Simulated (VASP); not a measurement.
Runs of VASP 6.6.1 on SnO2. Symmetry: P4_2/mnm, No. 136, tetragonal system. The conventional cell has a = 4.738 Å, b = 4.738 Å, c = 3.187 Å, α = 90.00°, β = 90.00°, γ = 90.00°. Sn (site symmetry mmm) has 6 O at 2.05 to 2.06 Å within 2.7 Å. O (site symmetry m2m) has 3 Sn at 2.05 to 2.06 Å and 1 O at 2.59 Å within 2.7 Å. 

```tsv
level	gap on the mesh (eV)	pressure (GPa)	largest force (eV/Å)
PBE	1.27	11.8	0.29
PBEsol	(a)	(b)	0.23
revPBE	(c)	14.9	0.32
BLYP	1.36	17.9	0.38
```

Alike in all rows: task single point; potentials or basis VASP PAW PBE potentials, release 64 (Sn_d, O); no spin polarisation; cell as given; k mesh 6 × 6 × 8; cutoff (eV) 520; smearing methfessel-paxton 0.05 eV.

Task: Fill in the values left out.

Result: (a) 1.18; (b) 5.4; (c) 1.34.

Caveats: the cell stands under pressure; spin-orbit coupling is left out, which moves the levels of the heavy elements; the PAW data sets were made with another functional, which shifts forces and pressure a little (at least some runs).

A k mesh can miss the band edges, and the runs leave out spin-orbit coupling on Sn.
